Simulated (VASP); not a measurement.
Wanted: the native input for a VASP 6.6.1 run.

* Task: single point
* Functional: PBE
* Potentials or basis: VASP PAW PBE potentials, release 64 (Al, N)
* Cutoff: 520 eV
* k mesh: 10 × 10 × 6
* Occupations: gaussian, width 0.011 eV
* Spin: no spin polarisation
* Dipole correction: no
* Further INCAR settings: ALGO = Normal; EDIFF = 1e-06; NBANDS = 16

The structure of AlN lies in POSCAR:

```
AlN
1.0
    3.1130000000      0.0000000000      0.0000000000
   -1.5565000000      2.6959370820      0.0000000000
    0.0000000000      0.0000000000      4.9810000000
Al N
2 2
Direct
    0.6666666667      0.3333333333      0.5000000000
    0.3333333333      0.6666666667      0.0000000000
    0.6666666667      0.3333333333      0.8800000000
    0.3333333333      0.6666666667      0.3800000000
```

These files were run (other wordings do the same):

INCAR

```
ALGO     = Normal         # electronic algorithm
EDIFF    = 1E-6           # SCF threshold, eV
ENCUT    = 520            # plane-wave cutoff, eV
GGA      = PE             # functional
ISIF     = 2              # what is computed and relaxed
ISMEAR   = 0              # smearing method
LASPH    = True           # aspherical terms in the spheres
LCHARG   = False          # write CHGCAR
LREAL    = False          # projectors in reciprocal space
LWAVE    = False          # write WAVECAR
NBANDS   = 16             # bands
NELM     = 80             # most SCF steps
PREC     = Accurate       # precision mode
SIGMA    = 0.011          # smearing width, eV
```

KPOINTS

```
k-points
0
Gamma
  10 10 6
```

Potentials or basis: VASP PAW PBE potentials, release 64 (Al, N).

Launch:

```bash
$ cat potpaw_PBE.64/Al/POTCAR potpaw_PBE.64/N/POTCAR > POTCAR
$ mpirun -np 1 vasp_std > vasp.out
```

It gave:

The pressure is 3.5 GPa, the largest force is 0.129 eV/Å and the band gap on the k mesh is 4.22 eV, direct.

Run time: 19 s on 1 thread of AMD EPYC 9R45 96-Core Processor (Zen 5), on a shared host, peak memory 0.14 GiB.
